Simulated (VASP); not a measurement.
Runs of VASP 6.6.1 on LuBe4. The structure is that of space group Im-3m (No. 229), or close to it. The cells are those of the table. 

```csv
task,cell,k mesh,cutoff (eV),k mesh for the DOS,occupations for the DOS,gap on the mesh (eV),pressure (GPa)
single point,"a = 5.195 Å, angles 109.5°, 5 atoms",6 × 6 × 6,520,-,-,none,(a)
single point,"a = 4.027 Å, angles 109.5°, 5 atoms",6 × 6 × 6,520,-,-,none,64.7
relaxation of cell and atoms,"relaxed from a = 5.195 Å, angles 109.5°, 5 atoms",10 × 10 × 10,600,-,-,-,0.0
relaxation of cell and atoms,"relaxed from a = 4.027 Å, angles 109.5°, 5 atoms",6 × 6 × 6,600,-,-,-,-0.3
```

Alike in all rows: level PBE; potentials or basis VASP PAW PBE potentials, release 64 (Lu, Be); no spin polarisation; smearing gaussian 0.1 eV.

**Question.** Estimate the missing entries.

**Answer.** (a) 0.2.

Caveats: spin-orbit coupling is left out, which moves the levels of the heavy elements; the bands computed are all filled at some k points, so no gap is given (some runs); the relaxation stopped at its first step, so nothing moved (some runs).

A k mesh can miss the band edges, and the runs leave out spin-orbit coupling on Lu.

A gap of «none» marks levels without a gap at the run's occupations.
